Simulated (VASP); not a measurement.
# PbF2: elastic constants with PBE

The system is PbF2.

```
CELL_PARAMETERS angstrom
0.00000 2.96366 2.96366
2.96366 0.00000 2.96366
2.96366 2.96366 0.00000
ATOMIC_POSITIONS crystal
Pb 0.00000 0.00000 0.00000
F 0.75000 0.75000 0.75000
F 0.25000 0.25000 0.25000
```

```yaml
Program: VASP 6.6.1
Task: elastic constants
Functional: PBE
Potentials_or_basis: VASP PAW PBE potentials, release 64 (Pb_d, F)
Cutoff: 600 eV
k_mesh: 6 × 6 × 6
Occupations: gaussian, width 0.01 eV
Spin: no spin polarisation
Dipole_correction: no
Ions_in_elastic_constants: relaxed
Further_INCAR_settings: ALGO = Normal; EDIFF = 1e-08; NBANDS = 21; IBRION = 6; POTIM = 0.015; NSW = 1; ISIF = 3
```

The elastic constants C11, C12, C44 are 110, 58, 22 GPa and the voigt bulk modulus is 76 GPa. The highest phonon frequency at Γ, LO-TO splitting left out is 253 cm⁻¹.

Phonon frequencies in cm⁻¹ (negative: imaginary):
| q point | frequencies |
| --- | --- |
| (0.000, 0.000, 0.000) | 0 0 0 118 118 118 253 253 253 |

Elastic tensor in Voigt notation (GPa, in the Cartesian axes of the cell as first typed):
```
110  58  58   0   0   0
 58 110  58   0   0   0
 58  58 110   0   0   0
  0   0   0  22   0   0
  0   0   0   0  22   0
  0   0   0   0   0  22
```

Clamped-ion elastic tensor (GPa):
```
110  58  58   0   0   0
 58 110  58   0   0   0
 58  58 110   0   0   0
  0   0   0  34   0   0
  0   0   0   0  34   0
  0   0   0   0   0  34
```

Wall time 22 min on 1 thread of Oxide Virtual Turin-like Processor, with other jobs on the host, peak memory 0.27 GiB.

Caveat: the cell is under stress, which shifts elastic constants.
